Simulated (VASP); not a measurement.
# MoH3 (P4/mmm) in VASP: a series of runs

The runs below take MoH3 through single point, with PBE.

Everything below comes from runs of VASP 6.6.1. Logs are shortened: lines on timing, memory, paths and dates and some standing lists are left out, and cuts for length are marked.

### 1 The cell of the first run

The structure is tetragonal, space group P4/mmm (No. 123). Conventional cell: a = 2.713 Å, b = 2.713 Å, c = 4.655 Å, α = 90.00°, β = 90.00°, γ = 90.00°. Within 1.2 Å of H (site symmetry 4mm) lie 1 H at 0.90 Å. Within 2.5 Å of H (site symmetry 4/mmm) lie 4 Mo at 1.92 Å. Within 2.5 Å of Mo (site symmetry 4/mmm) lie 6 H at 1.88 to 1.92 Å.

### 2 Single point, PBE

Input file INCAR:

```
ALGO = Normal
EDIFF = 1E-6
ENCUT = 500
GGA = PE
GGA_COMPAT = False
ISIF = 2
ISMEAR = 0
LASPH = True
LCHARG = False
LREAL = False
LWAVE = False
NBANDS = 16
NELM = 120
PREC = Accurate
SIGMA = 0.15
```

Input file KPOINTS:

```
k-points
0
Gamma
  5 5 2
```

Input file POSCAR:

```
MoH3
1.0
    2.7131061998      0.0000000000      0.0000000000
    0.0000000000      2.7131061998      0.0000000000
    0.0000000000      0.0000000000      4.6549092948
H Mo
3 1
Direct
    0.5000000000      0.5000000000      0.0971269989
    0.5000000000      0.5000000000      0.9028730011
    0.0000000000      0.0000000000      0.5000000000
    0.5000000000      0.5000000000      0.5000000000
```

Potentials or basis: VASP PAW PBE potentials, release 64 (H, Mo_sv).

Started as:

```bash
> cat potpaw_PBE.64/H/POTCAR potpaw_PBE.64/Mo_sv/POTCAR > POTCAR
> mpirun -np 1 vasp_std > vasp.out
```

OUTCAR:

```text
EDIFF = 1E-6
   ENCUT = 500
   GGA = PE
   ISIF = 2
   ISMEAR = 0
   LASPH = True
   LREAL = False
   NELM = 120
   PREC = Accurate

 ion  position               nearest neighbor table
   1  0.500  0.500  0.097-   4 1.88
   2  0.500  0.500  0.903-   4 1.88
   3  0.000  0.000  0.500-   4 1.92   4 1.92   4 1.92   4 1.92
   4  0.500  0.500  0.500-   1 1.88   2 1.88   3 1.92   3 1.92   3 1.92   3 1.92

  LATTYP: Found a simple tetragonal cell.
 ALAT       =     2.7131061998
 C/A-ratio  =     1.7157121587

  Lattice vectors:

 A1 = (   2.7131061998,   0.0000000000,   0.0000000000)
 A2 = (   0.0000000000,   2.7131061998,   0.0000000000)
 A3 = (   0.0000000000,   0.0000000000,   4.6549092948)

Analysis of symmetry for initial positions (statically):
=====================================================================
 Subroutine PRICEL returns:
 Original cell was already a primitive cell.

 Routine SETGRP: Setting up the symmetry group for a
 simple tetragonal supercell.

 Subroutine GETGRP returns: Found 16 space group operations
 (whereof 16 operations were pure point group operations)
 out of a pool of 16 trial point group operations.

The static configuration has the point symmetry D_4h.

Analysis of symmetry for dynamics (positions and initial velocities):
=====================================================================
 Subroutine PRICEL returns:
 Original cell was already a primitive cell.

 Routine SETGRP: Setting up the symmetry group for a
 simple tetragonal supercell.

 Subroutine GETGRP returns: Found 16 space group operations
 (whereof 16 operations were pure point group operations)
 out of a pool of 16 trial point group operations.

The dynamic configuration has the point symmetry D_4h.

 Subroutine INISYM returns: Found 16 space group operations
 (whereof 16 operations are pure point group operations),
 and found     1 'primitive' translations

----------------------------------------------------------------------------------------

                                     Primitive cell

  volume of cell :      34.2645

  direct lattice vectors                    reciprocal lattice vectors
     2.713106200  0.000000000  0.000000000     0.368581223  0.000000000  0.000000000
     0.000000000  2.713106200  0.000000000     0.000000000  0.368581223  0.000000000
     0.000000000  0.000000000  4.654909295     0.000000000  0.000000000  0.214826957

[... 75 lines left out ...]
   LREAL  =      F    real-space projection
   EDIFFG = 0.1E-04   stopping-criterion for IOM
   NSW    =      0    number of steps for IOM
   IBRION =     -1    ionic relax: 0-MD 1-quasi-New 2-CG
   NFREE  =      0    steps in history (QN), initial steepest desc. (CG)
   ISIF   =      2    stress and relaxation
   ISYM   =      2    0-nonsym 1-usesym 2-fastsym
   POTIM  = 0.5000    time-step for ionic-motion
   TEBEG  =    0.0;   TEEND  =   0.0 temperature during run
   PSTRESS=    0.0 pullay stress
   NELECT =      17.0000    total number of electrons
   NUPDOWN=      -1.0000    fix difference up-down
   EMIN   =  10.00;   EMAX   =-10.00  energy-range for DOS
   EFERMI =   0.00;   METHOD = LEGACY
   ISMEAR =     0;   SIGMA  =   0.15  broadening in eV -4-tet -1-fermi 0-gaus
   EFERMI_NEDOS =   21; number of points for ismear=-14 and -15
   IALGO  =     38    algorithm
   IMIX   =      4    mixing-type and parameters
     AMIX     =   0.40;   BMIX     =  1.00
     AMIX_MAG =   1.60;   BMIX_MAG =  1.00
  volume/ion in A,a.u.               =       8.57        57.81
  Fermi-wavevector in a.u.,A,eV,Ry     =   1.296014  2.449110 22.853040  1.679651
  Thomas-Fermi vector in A             =   2.427497
   LORBIT       =      0    0 simple, 1 ext, 2 COOP (PROOUT), +10 PAW based schemes
   GGA     = PE    functional components
   LHFCALC =     F    Hartree Fock is set to
   AEXX    =    0.0000 exact exchange contribution
   IVDW    =     0    specifies the selected vdW correction
   LEPSILON=     F    determine dielectric tensor
   LRPA    =     F    only Hartree local field effects (RPA)
 non-spin polarized calculation
 Gauss-broadening in eV      SIGMA  =   0.15
  energy-cutoff  :      500.00
  volume of cell :       34.26
 maximum number of plane-waves:       877
 NGX is ok and might be reduce to    20
   NGX =  9   NGY =  9   NGZ = 17

 number of electron      16.9999996 magnetization

 Free energy of the ion-electron system (eV)
  ---------------------------------------------------
  ext. energy  EPLUGINS =         0.00000000
  ---------------------------------------------------
  free energy    TOTEN  =       -19.48980948 eV

  energy without entropy =      -19.47866392  energy(sigma->0) =      -19.48423670

 E-fermi :   4.9902     XC(G=0): -10.2040

 val. band max:        4.5473882381   @ k =   0.2000   0.0000   0.5000
 cond. band min:       5.0611454781   @ k =   0.4000   0.0000   0.0000
 fundamental gap:      0.5137572399
 Fermi energy:         4.9901972973

 k-point     1 :       0.0000    0.0000    0.0000
  band No.  band energies     occupation
      1     -56.0895      2.00000
      2     -30.0877      2.00000
      3     -29.7163      2.00000
      4     -29.7163      2.00000
      5      -4.6113      2.00000
      6      -3.0092      2.00000
[... 205 lines left out ...]
      3     -30.5258      2.00000
      4     -29.8862      2.00000
      5      -3.0630      2.00000
      6      -0.4569      2.00000
[... 8 lines left out ...]
     15      15.3843      0.00000
     16      16.2698      0.00000

------------------------ aborting loop because EDIFF is reached ----------------------------------------

  FORCE on cell =-STRESS in cart. coord.  units (eV):
  Direction    XX          YY          ZZ          XY          YZ          ZX
  --------------------------------------------------------------------------------------
  -------------------------------------------------------------------------------------
  Total       -0.0253287     -0.0253287      0.0600872      0.0000000      0.0000000      0.0000000
  in kB       -1.1843464     -1.1843464      2.8096210      0.0000000      0.0000000      0.0000000
  external PRESSURE =       0.1469761 kB  Pullay stress =       0.0000000 kB

 VOLUME and BASIS-vectors are now :
 -----------------------------------------------------------------------------
  energy-cutoff  :      500.00
  volume of cell :       34.26
      direct lattice vectors                 reciprocal lattice vectors
     2.713106200  0.000000000  0.000000000     0.368581223  0.000000000  0.000000000
     0.000000000  2.713106200  0.000000000     0.000000000  0.368581223  0.000000000
     0.000000000  0.000000000  4.654909295     0.000000000  0.000000000  0.214826957

 POSITION                                       TOTAL-FORCE (eV/Angst)
 -----------------------------------------------------------------------------------
      1.35655      1.35655      0.45212         0.000000     -0.000000     -0.019309
      1.35655      1.35655      4.20279        -0.000000      0.000000      0.019309
      0.00000      0.00000      2.32745         0.000000      0.000000      0.000000
      1.35655      1.35655      2.32745         0.000000      0.000000      0.000000
 -----------------------------------------------------------------------------------
    total drift:                                0.000000      0.000000      0.000000

  FREE ENERGIE OF THE ION-ELECTRON SYSTEM (eV)
  ---------------------------------------------------
  free  energy   TOTEN  =       -19.4898094770 eV

  energy  without entropy=      -19.4786639237  energy(sigma->0) =      -19.48423670
```

stdout:

```text
POSCAR found type information on POSCAR H Mo
 POSCAR found :  2 types and       4 ions
 scaLAPACK will be used
 LDA part: xc-table for (Slater+PW92), standard interpolation
 POSCAR, INCAR and KPOINTS ok, starting setup
 FFT: planning ... GRIDC
 FFT: planning ... GRID_SOFT
 FFT: planning ... GRID
 WAVECAR not read
 entering main loop
```

Run time: 3.4 s. Hardware: 1 thread of Intel Xeon 6975P-C (Granite Rapids), shared host; peak memory 0.14 GiB.

What came out:

| Quantity | Value |
| --- | --- |
| Free energy | -19.4898 eV |
| Pressure | 0.0 GPa |
| Largest force | 0.019 eV/Å |

Forces on the atoms (eV/Å):
```
H    0.000  0.000 -0.019
H    0.000  0.000  0.019
H    0.000  0.000  0.000
Mo   0.000  0.000  0.000
```

Caveat: the k points lie up to 0.67 Å⁻¹ apart.

### 3 Single point, PBE

This run uses another cell than the first one, of 6.90 Å³/atom, 0.805 times its volume.

Input file INCAR:

```
PREC = Accurate
ENCUT = 500
EDIFF = 1E-6
ISMEAR = 0
SIGMA = 0.15
LREAL = F
LASPH = T
NELM = 120
ALGO = Normal
ISIF = 2
LWAVE = F
LCHARG = T
GGA = PE
LELF = T
LVHAR = T
NBANDS = 16
GGA_COMPAT = F
```

Input file KPOINTS:

```
Automatic mesh
0
Gamma
  4 4 4
```

Input file POSCAR:

```
MoH3
1.0
    2.7911592500      0.0000000000      0.0000000000
    0.0000000000      2.7911592500      0.0000000000
    0.0000000000      0.0000000000      3.5420649729
H Mo
3 1
Direct
    0.5000000000      0.5000000000      0.5000000000
    0.0000000000      0.0000000000      0.5000000000
    0.5000000000      0.5000000000      0.0000000000
    0.0000000000      0.0000000000      0.0000000000
```

Potentials or basis: VASP PAW PBE potentials, release 64 (H, Mo_sv).

Started as:

```bash
> cat potpaw_PBE.64/H/POTCAR potpaw_PBE.64/Mo_sv/POTCAR > POTCAR
> mpirun -np 1 vasp_std > vasp.out
```

It took 3.5 s on 1 thread of Intel Xeon 6975P-C (Granite Rapids), shared host; peak memory 0.13 GiB.

The run converged. Its results:

```
Free energy : -17.8087 eV
Pressure    : 0.0 GPa
```

Levels at points of the mesh, in eV from the Fermi level:
| k point | band 5 | band 6 | band 7 | band 8 | band 9 | band 10 | band 11 | band 12 |
| --- | --- | --- | --- | --- | --- | --- | --- | --- |
| (0.00, 0.00, 0.00) | -10.68 | -7.08 | -3.14 | 1.67 | 1.67 | 2.65 | 3.25 | 5.04 |
| (0.50, 0.00, 0.00) | -6.71 | -6.69 | -3.08 | -1.83 | -0.08 | 0.87 | 2.03 | 5.66 |
| (0.50, 0.50, 0.00) | -8.74 | -5.49 | -0.79 | -0.79 | 0.76 | 3.23 | 3.23 | 4.58 |
| (0.00, 0.00, 0.50) | -8.45 | -7.57 | -3.00 | 0.79 | 0.97 | 0.97 | 2.68 | 2.94 |
| (0.50, 0.00, 0.50) | -6.02 | -4.45 | -3.26 | -2.86 | 0.03 | 1.41 | 1.50 | 2.65 |
| (0.50, 0.50, 0.50) | -7.97 | -2.41 | -2.41 | -2.04 | -1.40 | 1.54 | 4.60 | 6.96 |

Caveat: the k points lie up to 0.56 Å⁻¹ apart.
